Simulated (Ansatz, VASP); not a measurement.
## TiN in VASP and in Ansatz

Contents of INCAR:

```
SYSTEM = TiN
  ALGO = Normal
  EDIFF = 1E-6
  EDIFFG = -0.002
  ENCUT = 600
  GGA = CA
  IBRION = 2
  ISIF = 3
  ISMEAR = 0
  LASPH = .TRUE.
  LCHARG = .FALSE.
  LREAL = .FALSE.
  LWAVE = .FALSE.
  NELM = 60
  NSW = 100
  PREC = Accurate
  SIGMA = 0.1
```

KPOINTS

```
k-points
0
G
  14 14 14
  0 0 0
```

POSCAR

```
TiN
1.0
    0.0000000000      2.0862956349      2.0862956349
    2.0862956349      0.0000000000      2.0862956349
    2.0862956349      2.0862956349      0.0000000000
Ti N
1 1
Direct
    0.0000000000      0.0000000000      0.0000000000
    0.5000000000      0.5000000000      0.5000000000
```

Input for Ansatz:

```yaml
crystal:
  lattice:
    - [0.0, 2.0862956349, 2.0862956349]
    - [2.0862956349, 0.0, 2.0862956349]
    - [2.0862956349, 2.0862956349, 0.0]
  atoms:
    - { symbol: Ti, position: [0.0, 0.0, 0.0] }
    - { symbol: "N", position: [0.5, 0.5, 0.5] }
basis:
  ecutwfc: 420
kpoints:
  mp_grid: { grid: [14, 14, 14] }
hamiltonian:
  xc: lda
  pseudopotentials: { kind: paw, azcp: { folder: soft_1 } }
scf:
  occupations: { method: gaussian, width: 0.1 }
output:
  forces: true
  stress: true
  eigenvalues: true
relax:
  adjacent_minimum: "off"
  f_tol: 0.002
  max_steps: 80
  cell: { stress_tol: 0.02 }
```

Alike in both runs: task relaxation of cell and atoms; functional LDA; k mesh 14 × 14 × 14; occupations gaussian, width 0.1 eV; no spin polarisation.

```csv
,VASP,Ansatz
version,VASP 6.6.1,Ansatz 0.2.0
potentials or method,"VASP PAW LDA potentials, release 64 (Ti_sv, N), cutoff 600 eV","scalar-relativistic, plane waves, PAW"
valence electrons in the cell,17,17
```

|  | VASP | Ansatz | Ansatz less VASP |
| --- | --- | --- | --- |
| gap on the k mesh at the Fermi level, each at its own relaxed structure (eV) | none | none | - |
| relaxed volume (Å³/atom) | 9.10 | 9.08 | -0.027 |
| relaxed cell length with the largest relative difference (Å) | 2.953 | 2.950 | -0.0030 |

Ansatz warns that its potentials were made for another functional, while VASP's fit it. LDA's correlation is that of Perdew and Zunger in VASP and of Perdew and Wang (1992) in Ansatz. A gap of «none» marks a metal or a gap that the smearing closes.
